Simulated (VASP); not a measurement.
A run of VASP 6.6.1 is set up as follows.

INCAR

```
PREC = Accurate
ENCUT = 500
EDIFF = 1E-6
ISMEAR = 1
SIGMA = 0.15
LREAL = False
LASPH = True
NELM = 120
ALGO = Normal
ISIF = 2
LWAVE = False
LCHARG = False
GGA = PS
NBANDS = 11
GGA_COMPAT = False
```

The input KPOINTS:

```
Automatic mesh
0
Gamma
  13 13 13
```

Contents of POSCAR:

```
Pt
1.0
   -1.6253868565      1.6253868565      1.6253868565
    1.6253868565     -1.6253868565      1.6253868565
    1.6253868565      1.6253868565     -1.6253868565
Pt
1
Direct
    0.0000000000      0.0000000000      0.0000000000
```

Potentials or basis: VASP PAW PBE potentials, release 64 (Pt).

Command:

```sh
$ cat potpaw_PBE.64/Pt/POTCAR > POTCAR
$ mpirun -np 1 vasp_std > vasp.out
```

Question: Estimate the pressure.

Answer: -24.4 GPa.

Question: Estimate the band gap on the k mesh.

Answer: Zero (band 5 reaches 9.38 eV, above the bottom of band 6 at 7.63 eV).

Caveat: the PAW data sets were made with another functional, which shifts forces and pressure a little; spin-orbit coupling is left out, which moves the levels of the heavy elements.
